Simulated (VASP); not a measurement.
## Tl: single point with PBE

Crystal: Tl.

```
CELL_PARAMETERS angstrom
3.45600 0.00000 0.00000
-1.72800 2.99298 0.00000
0.00000 0.00000 5.52500
ATOMIC_POSITIONS crystal
Tl 0.33333 0.66667 0.25000
Tl 0.66667 0.33333 0.75000
```

| Quantity | Value |
| --- | --- |
| Program | VASP 6.6.1 |
| Task | single point |
| Functional | PBE |
| Potentials or basis | VASP PAW PBE potentials, release 64 (Tl_d) |
| Cutoff | 520 eV |
| k mesh | 5 × 5 × 3 |
| Occupations | fermi-dirac, width 0.1 eV |
| Spin | no spin polarisation |
| Dipole correction | no |
| Further INCAR settings | ALGO = Normal; EDIFF = 1e-06; NBANDS = 20 |

* Pressure: 3.2 GPa
* Band gap on the k mesh: zero (band 13 reaches 7.79 eV, above the bottom of band 14 at 5.83 eV)

Stress tensor (GPa, compression positive):
```
2.85 0.00 0.00
0.00 2.85 0.00
0.00 0.00 4.00
```

Levels at points of the mesh, in eV from the Fermi level:
```
           k point  band 11  band 12  band 13  band 14  band 15  band 16
(0.00, 0.00, 0.00)   -10.26    -5.32    -3.06     7.77     7.77     9.86
```

Wall time 5.4 s on 1 thread of Intel(R) Xeon(R) 6975P-C (Granite Rapids) (shared host), peak memory 0.17 GiB.

Caveat: the k points lie up to 0.42 Å⁻¹ apart; spin-orbit coupling is left out, which moves the levels of the heavy elements.
